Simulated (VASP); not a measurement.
# Bi (R-3m) in VASP: further runs

Bi is run at these levels: PBEsol; tasks: single point.

Everything below comes from runs of VASP 6.6.1. Logs are shortened: lines on timing, memory, paths and dates and some standing lists are left out, and cuts for length are marked.

### Step 1. The cell of the first run

Symmetry: R-3m, No. 166, trigonal system. The conventional cell has a = 4.614 Å, b = 4.614 Å, c = 11.506 Å, α = 90.00°, β = 90.00°, γ = 120.00°. Within 4.1 Å of Bi (site symmetry 3m) lie 6 Bi at 3.08 to 3.51 Å.

### Step 2. Single point, PBEsol (strain +0.015 along x and y, -0.030 along z)

INCAR

```
SYSTEM = Bi
PREC     = Accurate       ! precision mode
ENCUT    = 520            ! plane-wave cutoff, eV
EDIFF    = 1E-6           ! SCF threshold, eV
ISMEAR   = 0              ! smearing method
SIGMA    = 0.15           ! smearing width, eV
LREAL    = .FALSE.        ! projectors in reciprocal space
LASPH    = .TRUE.         ! aspherical terms in the spheres
NELM     = 100            ! most SCF steps
ALGO     = Fast           ! electronic algorithm
ISIF     = 2              ! what is computed and relaxed
LWAVE    = .FALSE.        ! write WAVECAR
LCHARG   = .FALSE.        ! write CHGCAR
GGA      = PS             ! functional
NBANDS   = 22             ! bands
```

KPOINTS

```
Automatic mesh
0
G
  12 12 12
  0 0 0
```

POSCAR

```
Bi
1.0
    2.3070946736      1.3320017308      3.8353800000
   -2.3070946736      1.3320017308      3.8353800000
    0.0000000000     -2.6640034616      3.8353800000
Bi
2
Direct
    0.2338900000      0.2338900000      0.2338900000
    0.7661100000      0.7661100000      0.7661100000
```

Potentials or basis: VASP PAW PBE potentials, release 64 (Bi_d).

Command:

```sh
> cat potpaw_PBE.64/Bi_d/POTCAR > POTCAR
> mpirun -np 1 vasp_std > vasp.out
```

OUTCAR:

```text
SYSTEM = Bi
   PREC = Accurate
   ENCUT = 520
   EDIFF = 1E-6
   ISMEAR = 0
   LREAL = .FALSE.
   LASPH = .TRUE.
   NELM = 100
   ISIF = 2
   GGA = PS

 ion  position               nearest neighbor table
   1  0.234  0.234  0.234-   2 3.08   2 3.08   2 3.08   2 3.51   2 3.51   2 3.51
   2  0.766  0.766  0.766-   1 3.08   1 3.08   1 3.08   1 3.51   1 3.51   1 3.51

  LATTYP: Found a trigonal (rhomboedric) cell.
 ALAT       =     4.6698023714
 COS(alpha) =     0.5118381615

  Lattice vectors:

 A1 = (   2.3070946736,   1.3320017308,   3.8353800000)
 A2 = (  -2.3070946736,   1.3320017308,   3.8353800000)
 A3 = (   0.0000000000,  -2.6640034616,   3.8353800000)

Analysis of symmetry for initial positions (statically):
=====================================================================
 Subroutine PRICEL returns:
 Original cell was already a primitive cell.

 Routine SETGRP: Setting up the symmetry group for a
 trigonal (rhombohedral) supercell.

 Subroutine GETGRP returns: Found 12 space group operations
 (whereof 12 operations were pure point group operations)
 out of a pool of 12 trial point group operations.

The static configuration has the point symmetry D_3d.

Analysis of symmetry for dynamics (positions and initial velocities):
=====================================================================
 Subroutine PRICEL returns:
 Original cell was already a primitive cell.

 Routine SETGRP: Setting up the symmetry group for a
 trigonal (rhombohedral) supercell.

 Subroutine GETGRP returns: Found 12 space group operations
 (whereof 12 operations were pure point group operations)
 out of a pool of 12 trial point group operations.

The dynamic configuration has the point symmetry D_3d.

 Subroutine INISYM returns: Found 12 space group operations
 (whereof 12 operations are pure point group operations),
 and found     1 'primitive' translations

----------------------------------------------------------------------------------------

                                     Primitive cell

  volume of cell :      70.7180

  direct lattice vectors                    reciprocal lattice vectors
     2.307094674  1.332001731  3.835380000     0.216722792  0.125124963  0.086910119
    -2.307094674  1.332001731  3.835380000    -0.216722792  0.125124963  0.086910119
     0.000000000 -2.664003462  3.835380000     0.000000000 -0.250249925  0.086910119

  length of vectors
     4.669802371  4.669802371  4.669802371     0.264912049  0.264912049  0.264912049

[... 73 lines left out ...]
   ICHARG =      2    charge: 1-file 2-atom 10-const
   ISPIN  =      1    spin polarized calculation?
   LNONCOLLINEAR =      F non collinear calculations
   LSORBIT =      F    spin-orbit coupling
   LASPH  =      T    aspherical Exc in radial PAW
   ENCUT  =  520.0 eV  38.22 Ry    6.18 a.u.   8.68  8.68  8.68*2*pi/ulx,y,z
   NELM   =    100;   NELMIN=  2; NELMDL= -5     # of ELM steps
   EDIFF  = 0.1E-05   stopping-criterion for ELM
   LREAL  =      F    real-space projection
   EDIFFG = 0.1E-04   stopping-criterion for IOM
   NSW    =      0    number of steps for IOM
   IBRION =     -1    ionic relax: 0-MD 1-quasi-New 2-CG
   NFREE  =      0    steps in history (QN), initial steepest desc. (CG)
   ISIF   =      2    stress and relaxation
   ISYM   =      2    0-nonsym 1-usesym 2-fastsym
   POTIM  = 0.5000    time-step for ionic-motion
   TEBEG  =    0.0;   TEEND  =   0.0 temperature during run
   PSTRESS=    0.0 pullay stress
   NELECT =      30.0000    total number of electrons
   NUPDOWN=      -1.0000    fix difference up-down
   EMIN   =  10.00;   EMAX   =-10.00  energy-range for DOS
   EFERMI =   0.00;   METHOD = LEGACY
   ISMEAR =     0;   SIGMA  =   0.15  broadening in eV -4-tet -1-fermi 0-gaus
   EFERMI_NEDOS =   21; number of points for ismear=-14 and -15
   IALGO  =     68    algorithm
   IMIX   =      4    mixing-type and parameters
     AMIX     =   0.40;   BMIX     =  1.00
     AMIX_MAG =   1.60;   BMIX_MAG =  1.00
  volume/ion in A,a.u.               =      35.36       238.61
  Fermi-wavevector in a.u.,A,eV,Ry     =   1.230095  2.324542 20.587432  1.513134
  Thomas-Fermi vector in A             =   2.364957
   LORBIT       =      0    0 simple, 1 ext, 2 COOP (PROOUT), +10 PAW based schemes
   GGA     = PS    functional components
   LHFCALC =     F    Hartree Fock is set to
   AEXX    =    0.0000 exact exchange contribution
   IVDW    =     0    specifies the selected vdW correction
   LEPSILON=     F    determine dielectric tensor
   LRPA    =     F    only Hartree local field effects (RPA)
 non-spin polarized calculation
 RMM-DIIS sequential band-by-band and
 Gauss-broadening in eV      SIGMA  =   0.15
  energy-cutoff  :      520.00
  volume of cell :       70.72
 maximum number of plane-waves:      1922
   NGX = 17   NGY = 17   NGZ = 17

 number of electron      29.9999996 magnetization

 Free energy of the ion-electron system (eV)
  ---------------------------------------------------
  ext. energy  EPLUGINS =         0.00000000
  ---------------------------------------------------
  free energy    TOTEN  =        -8.58854429 eV

  energy without entropy =       -8.58600628  energy(sigma->0) =       -8.58727528

 E-fermi :   6.0641     XC(G=0):  -9.6806

 val. band max:        6.0109232642   @ k =   0.2500   0.1667   0.0833
 cond. band min:       6.0854694226   @ k =  -0.4167   0.5000   0.4167
 fundamental gap:      0.0745461583
 Fermi energy:         6.0640816727

 k-point     1 :       0.0000    0.0000    0.0000
  band No.  band energies     occupation
      1     -16.7391      2.00000
      2     -16.7391      2.00000
      3     -16.5935      2.00000
      4     -16.5935      2.00000
      5     -16.5684      2.00000
      6     -16.4129      2.00000
[... 589 lines left out ...]
     21      14.0056      0.00000
     22      16.3766      0.00000

 [... further k-points ...]
[... 5 lines left out ...]
  --------------------------------------------------------------------------------------
  -------------------------------------------------------------------------------------
  Total       -0.5992504     -0.5992504      0.0139653      0.0000000      0.0000000      0.0000000
  in kB      -13.5765395    -13.5765395      0.3163952      0.0000000      0.0000000      0.0000000
  external PRESSURE =      -8.9455612 kB  Pullay stress =       0.0000000 kB

 VOLUME and BASIS-vectors are now :
 -----------------------------------------------------------------------------
  energy-cutoff  :      520.00
  volume of cell :       70.72
      direct lattice vectors                 reciprocal lattice vectors
     2.307094674  1.332001731  3.835380000     0.216722792  0.125124963  0.086910119
    -2.307094674  1.332001731  3.835380000    -0.216722792  0.125124963  0.086910119
     0.000000000 -2.664003462  3.835380000     0.000000000 -0.250249925  0.086910119

 POSITION                                       TOTAL-FORCE (eV/Angst)
 -----------------------------------------------------------------------------------
      0.00000      0.00000      2.69117         0.000000      0.000000      0.190455
      0.00000      0.00000      8.81497         0.000000      0.000000     -0.190455
 -----------------------------------------------------------------------------------
    total drift:                                0.000000     -0.000000      0.000000

  FREE ENERGIE OF THE ION-ELECTRON SYSTEM (eV)
  ---------------------------------------------------
  free  energy   TOTEN  =        -8.5885442909 eV

  energy  without entropy=       -8.5860062782  energy(sigma->0) =       -8.58727528
```

stdout:

```text
POSCAR found type information on POSCAR Bi
 POSCAR found :  1 types and       2 ions
 scaLAPACK will be used
 -----------------------------------------------------------------------------
|                                                                             |
|                                                                             |
|     You enforced a specific xc type in the INCAR file but a different       |
|     I HOPE YOU KNOW WHAT YOU ARE DOING!                                     |
|                                                                             |
 -----------------------------------------------------------------------------

 LDA part: xc-table for (Slater+PW92), standard interpolation
 POSCAR, INCAR and KPOINTS ok, starting setup
 FFT: planning ... GRIDC
 FFT: planning ... GRID_SOFT
 FFT: planning ... GRID
 WAVECAR not read
 entering main loop
WARNING in EDDRMM: call to ZHEGV failed, returncode =   8  4     21
WARNING in EDDRMM: call to ZHEGV failed, returncode =   8  4     21
WARNING in EDDRMM: call to ZHEGV failed, returncode =   8  4     20
```

It took 12 min on 1 thread of Intel Xeon 8259CL, shared host; peak memory 0.34 GiB.

Results:

```yaml
Free_energy: -8.5885 eV
Pressure: -0.9 GPa
Largest_force: 0.190 eV/Å
Band_gap_on_the_k_mesh: zero (bands 15 and 16 overlap by 0.15 eV)
```

Forces in eV/Å, atoms in the order of the input:
```
Bi   0.000  0.000  0.190
Bi   0.000  0.000 -0.190
```

Caveat: the cell differs from its parent crystal (strain +0.015 along x and y, -0.030 along z); the PAW data sets were made with another functional, which shifts forces and pressure a little; spin-orbit coupling is left out, which moves the levels of the heavy elements.

### Step 3. Single point, PBEsol (strain +0.000 along x and y, +0.015 along z)

INCAR

```
ALGO = Fast
EDIFF = 1E-7
ENCUT = 520
GGA = PS
ISIF = 2
ISMEAR = 0
LASPH = T
LCHARG = F
LREAL = F
LWAVE = F
NBANDS = 22
NELM = 80
PREC = Accurate
SIGMA = 0.15
```

KPOINTS

```
k-points
0
Gamma
  12 12 12
```

POSCAR

```
Bi
1.0
    2.2729996784      1.3123169762      4.0133100000
   -2.2729996784      1.3123169762      4.0133100000
    0.0000000000     -2.6246339523      4.0133100000
Bi
2
Direct
    0.2338900000      0.2338900000      0.2338900000
    0.7661100000      0.7661100000      0.7661100000
```

Potentials or basis: VASP PAW PBE potentials, release 64 (Bi_d).

Command:

```sh
> cat potpaw_PBE.64/Bi_d/POTCAR > POTCAR
> mpirun -np 1 vasp_std > vasp.out
```

It took 14 min on 1 thread of Intel Xeon 8259CL, shared host; peak memory 0.34 GiB.

Results (log left out):

```
Free energy            : -8.5927 eV
Pressure               : -1.3 GPa
Largest force          : 0.037 eV/Å
Band gap on the k mesh : zero (bands 15 and 16 overlap by 0.24 eV)
```

Forces on the atoms (eV/Å):
```
Bi   0.000  0.000  0.037
Bi   0.000  0.000 -0.037
```

Stress tensor (GPa, compression positive):
```
-1.22  0.00  0.00
 0.00 -1.22  0.00
 0.00  0.00 -1.37
```

Levels at points of the mesh, in eV from the Fermi level:
| k point | band 12 | band 13 | band 14 | band 15 | band 16 | band 17 | band 18 | band 19 |
| --- | --- | --- | --- | --- | --- | --- | --- | --- |
| (0.00, 0.00, 0.00) | -7.57 | -1.54 | -1.14 | -1.14 | 2.44 | 2.90 | 2.90 | 5.57 |
| (0.50, 0.00, 0.00) | -10.47 | -1.41 | -1.17 | -0.31 | -0.26 | 0.47 | 1.04 | 7.29 |
| (0.50, 0.50, 0.00) | -9.48 | -4.60 | -3.00 | -2.80 | 2.34 | 4.80 | 5.34 | 6.55 |
| (0.50, 0.50, 0.50) | -9.89 | -0.92 | -0.55 | -0.55 | 0.75 | 0.75 | 0.75 | 6.82 |

Caveat: the cell differs from its parent crystal (strain +0.000 along x and y, +0.015 along z); the PAW data sets were made with another functional, which shifts forces and pressure a little; spin-orbit coupling is left out, which moves the levels of the heavy elements.

The gap in the log of VASP goes by the Fermi energy; the results here count the filled bands.